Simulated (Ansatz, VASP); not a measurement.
## One calculation of In, two programs

```
In
1.0
    -1.62547    1.62547    2.47370
     1.62547   -1.62547    2.47370
     1.62547    1.62547   -2.47370
In
1
Direct
  0.00000 0.00000 0.00000
```

Alike in both runs: task single point; functional LDA; k mesh 12 × 12 × 12; occupations fermi-dirac, width 0.0272 eV; no spin polarisation.

|  | VASP | Ansatz |
| --- | --- | --- |
| version | VASP 6.6.1 | Ansatz 0.2.0 |
| potentials or method | VASP PAW LDA potentials, release 64 (In_d), cutoff 520 eV | all-electron LAPW, scalar-relativistic |

|  | VASP | Ansatz | Ansatz less VASP |
| --- | --- | --- | --- |
| pressure (GPa) | -2.5 | -2.5 | +0.01 |
| traceless stress, the component that is largest in VASP (GPa) | 0.42 | 0.44 | +0.015 |

LDA's correlation is that of Perdew and Zunger in VASP and of Perdew and Wang (1992) in Ansatz. Ansatz ran all-electron here, and VASP with PAW potentials. Ansatz's warnings: optics on partly filled bands.
